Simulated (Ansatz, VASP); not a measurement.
Zn: VASP beside Ansatz

The input INCAR:

```
SYSTEM = Zn
ALGO = Fast
EDIFF = 1E-6
ENCUT = 520
ISIF = 2
ISMEAR = 0
LASPH = .TRUE.
LCHARG = .FALSE.
LREAL = .FALSE.
LWAVE = .FALSE.
NBANDS = 12
NELM = 80
PREC = Accurate
SIGMA = 0.15
```

KPOINTS

```
k-points
0
G
  22 22 22
  0 0 0
```

The input POSCAR:

```
Zn
1.0
   -1.3062389577      1.5123734807      1.5123734807
    1.5123734807     -1.3062389577      1.5123734807
    1.5123734807      1.5123734807     -1.3062389577
Zn
1
Direct
    0.0000000000      0.0000000000      0.0000000000
```

Input for Ansatz:

```yaml
crystal:
  lattice:
    - [-1.3062389577, 1.5123734807, 1.5123734807]
    - [1.5123734807, -1.3062389577, 1.5123734807]
    - [1.5123734807, 1.5123734807, -1.3062389577]
  atoms:
    - { symbol: Zn, position: [0.0, 0.0, 0.0] }
basis:
  ecutwfc: 520.0
kpoints:
  mp_grid: { grid: [22, 22, 22] }
hamiltonian:
  xc: lda
  pseudopotentials: { kind: paw }
scf:
  occupations: { method: gaussian, width: 0.15 }
output:
  forces: true
  stress: true
  eigenvalues: true
```

Alike in both runs: task single point; functional LDA; k mesh 22 × 22 × 22; occupations gaussian, width 0.15 eV; no spin polarisation.

```csv
,VASP,Ansatz
version,VASP 6.6.1,Ansatz 0.2.0
potentials or method,"VASP PAW LDA potentials, release 64 (Zn), cutoff 520 eV","scalar-relativistic, plane waves, PAW"
valence electrons in the cell,12,12
```

Ansatz gave:

```
gap on the k mesh at the Fermi level (eV)                     : none
pressure (GPa)                                                : 3.8
traceless stress, the component that is largest in VASP (GPa) : -2.81
```

Task: What did VASP give for the same quantities?

Result: gap on the k mesh at the Fermi level (eV): none; pressure (GPa): 4.5; traceless stress, the component that is largest in VASP (GPa): -2.96.

LDA's correlation is that of Perdew and Zunger in VASP and of Perdew and Wang (1992) in Ansatz. A gap of «none» marks a metal or a gap that the smearing closes.
